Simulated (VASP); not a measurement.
Crystal: AlRu.

```
Ru Al
1.0
     2.99160    0.00000    0.00000
     0.00000    2.99160    0.00000
     0.00000    0.00000    2.99160
Ru Al
1 1
Direct
  0.50000 0.50000 0.50000
  0.00000 0.00000 0.00000
```

```yaml
Program: VASP 6.6.1
Task: relaxation of cell and atoms
Functional: LDA
Potentials_or_basis: VASP PAW LDA potentials, release 64 (Ru_pv, Al)
Cutoff: 600 eV
k_mesh: 9 × 9 × 9
Occupations: fermi-dirac, width 0.05 eV
Spin: no spin polarisation
```

At the start: pressure -7.7 GPa; volume 13.39 Å³/atom.

Problem. Where does the relaxation end?

Solution. Over 4 steps the energy falls by 11.7 meV/atom and the volume is 12.91 Å³/atom (-3.5 %); space group Pm-3m (No. 221, to 0.05 Å).

The path:
```tsv
step	energy change (eV)	largest force (eV/Å)	pressure (GPa)	volume (Å³)
1	0.0000	0.0000	-7.69	26.77
2	0.0443	0.0000	15.55	24.36
3	-0.0234	0.0000	-0.14	25.85
4	-0.0234	0.0000	0.00	25.83
```

Final structure:
```cif
data_structure
_symmetry_space_group_name_H-M 'P 1'
_symmetry_Int_Tables_number 1
_cell_length_a 2.9560
_cell_length_b 2.9560
_cell_length_c 2.9560
_cell_angle_alpha 90.000
_cell_angle_beta 90.000
_cell_angle_gamma 90.000
_cell_volume 25.83
loop_
_atom_site_label
_atom_site_type_symbol
_atom_site_fract_x
_atom_site_fract_y
_atom_site_fract_z
_atom_site_occupancy
Ru1 Ru 0.50000 0.50000 0.50000 1
Al1 Al 0.00000 0.00000 0.00000 1
```
